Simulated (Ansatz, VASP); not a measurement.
Two plane-wave programs on Na

File INCAR:

```
SYSTEM = Na
ALGO = Fast
EDIFF = 1E-7
ENCUT = 520
GGA = CA
ISIF = 2
ISMEAR = 0
LASPH = .TRUE.
LCHARG = .FALSE.
LREAL = .FALSE.
LWAVE = .FALSE.
NBANDS = 14
NELM = 100
PREC = Accurate
SIGMA = 0.15
```

File KPOINTS:

```
k-points
0
G
  12 12 10
  0 0 0
```

File POSCAR:

```
Na
1.0
    0.0000000000     -3.7110212072      0.0000000000
   -3.7110212072      0.0000000000      0.0000000000
    0.0000000000      0.0000000000     -5.2112677876
Na
2
Direct
    0.5000000000      0.5546055893      0.5000000000
    0.0000000000     -0.0546055893      0.0000000000
```

Input for Ansatz:

```yaml
crystal:
  lattice:
    - [0.0, -3.7110212072, 0.0]
    - [-3.7110212072, 0.0, 0.0]
    - [0.0, 0.0, -5.2112677876]
  atoms:
    - { symbol: Na, position: [0.5, 0.5546055893, 0.5] }
    - { symbol: Na, position: [0.0, -0.0546055893, 0.0] }
basis:
  ecutwfc: 520.0
kpoints:
  mp_grid: { grid: [12, 12, 10] }
hamiltonian:
  xc: lda
  pseudopotentials: { kind: paw }
scf:
  occupations: { method: gaussian, width: 0.15 }
output:
  forces: true
  stress: true
  eigenvalues: true
```

Change from the starting cell: mode 4 frozen in at -0.198 Å, equal normal strain along x, y and z +0.0250.

Alike in both runs: task single point; functional LDA; k mesh 12 × 12 × 10; occupations gaussian, width 0.15 eV; no spin polarisation.

```csv
,VASP,Ansatz
version,VASP 6.6.1,Ansatz 0.2.0
potentials or method,"VASP PAW LDA potentials, release 64 (Na_pv), cutoff 520 eV","scalar-relativistic, plane waves, PAW"
valence electrons in the cell,14,18
```

```csv
,VASP,Ansatz,Ansatz less VASP
gap on the k mesh at the Fermi level (eV),none,none,-
pressure (GPa),-0.5,-0.5,0.00
"traceless stress, the component that is largest in VASP (GPa)",-0.22,-0.22,+0.001
rms of the force components (eV/Å),0.079,0.079,-0.0002
```

LDA's correlation is that of Perdew and Zunger in VASP and of Perdew and Wang (1992) in Ansatz. Atom by atom the forces differ by 0.000 eV/Å (rms over components). A gap of «none» marks a metal or a gap that the smearing closes. VASP's potentials hold 14 valence electrons a cell and Ansatz's 18, so a difference there can come from the potentials and not from the codes.
